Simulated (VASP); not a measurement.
Re:

```
Re
1.0
     3.86509    0.00000    0.00000
    -1.93254    3.34726    0.00000
     0.00000    0.00000    3.29469
Re
3
Direct
  0.33333 0.66667 0.50000
  0.00000 0.00000 0.00000
  0.66667 0.33333 0.50000
```

* Program: VASP 6.6.1
* Task: relaxation of cell and atoms
* Functional: PBE
* Potentials or basis: VASP PAW PBE potentials, release 64 (Re)
* Cutoff: 600 eV
* k mesh: 6 × 6 × 6
* Occupations: gaussian, width 0.1 eV
* Spin: no spin polarisation

At the start: pressure 67.0 GPa; volume 14.21 Å³/atom.

**Question.** How do energy, volume and symmetry change on relaxing?

**Answer.** Over 11 steps the energy falls by 1378.3 meV/atom and the volume is 15.16 Å³/atom (+6.7 %); space group P6/mmm (No. 191, to 0.05 Å).

Step by step:
```
step  energy change (eV)  largest force (eV/Å)  pressure (GPa)  volume (Å³)
   1              0.0000                0.0000           67.01        42.62
   2              7.9353                0.0000          -47.45        86.92
   3             -2.2301                0.0000          -28.87        53.85
   4             -2.3792                0.0000          -18.77        51.74
   5             -2.3870                0.0000          -15.45        51.14
   6             -3.9881                0.0000            1.82        45.27
   7             -4.1103                0.0000           -6.06        46.25
   8             -4.1043                0.0000           -8.23        46.62
   9             -4.1117                0.0000           -7.06        46.41
  10             -3.9401                0.0000           23.59        42.89
  11             -4.1350                0.0000           -0.12        45.48
```

Final structure:
```yaml
crystal:
  lattice:
    - [4.38095, 0.00000, 0.00000]
    - [-2.19048, 3.79401, 0.00000]
    - [0.00000, 0.00000, 2.73648]
  atoms:
    - { symbol: Re, position: [0.33333, 0.66667, 0.50000] }
    - { symbol: Re, position: [0.00000, 0.00000, 0.00000] }
    - { symbol: Re, position: [0.66667, 0.33333, 0.50000] }
```
